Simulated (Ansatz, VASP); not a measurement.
Two plane-wave programs on Nb3CrGa

```xyz
5
Lattice="4.7442 0.0000 0.0000 0.0000 4.7442 0.0000 0.0000 0.0000 4.7442" Properties=species:S:1:pos:R:3 pbc="T T T"
Nb    0.0000    2.3721    2.3721
Nb    2.3721    0.0000    2.3721
Nb    2.3721    2.3721    0.0000
Cr    0.0000    0.0000    0.0000
Ga    2.3721    2.3721    2.3721
```

Alike in both runs: functional PBE; k mesh 4 × 4 × 4; occupations gaussian, width 0.1 eV; collinear spin.

Ansatz relaxed the structure, and its values are those at the end. VASP's run is a single point on that final structure, the one shown.

|  | VASP | Ansatz |
| --- | --- | --- |
| version | VASP 6.6.1 | Ansatz 0.2.0 |
| potentials or method | VASP PAW PBE potentials, release 64 (Nb_sv, Cr_pv, Ga_d), cutoff 520 eV | scalar-relativistic, plane waves, PAW |
| valence electrons in the cell | 64 | 66 |

Ansatz gave:

| Property | Result |
| --- | --- |
| gap on the k mesh at the Fermi level (eV) | none |
| pressure (GPa) | 0.3 |
| net moment per atom (μB) | 0.70 |
| size of the moment on the site where the two differ most (μB) | 3.89 |

Task: What did VASP give for the same quantities?

Result: gap on the k mesh at the Fermi level (eV): none; pressure (GPa): -3.0; net moment per atom (μB): 0.15; size of the moment on the site where the two differ most (μB): 0.05.

The net moments are unlike, so the other rows may belong to different states. Site moments also hang on the region over which each program counts them. A gap of «none» marks a metal or a gap that the smearing closes. VASP's potentials hold 64 valence electrons a cell and Ansatz's 66, so a difference there can come from the potentials and not from the codes.
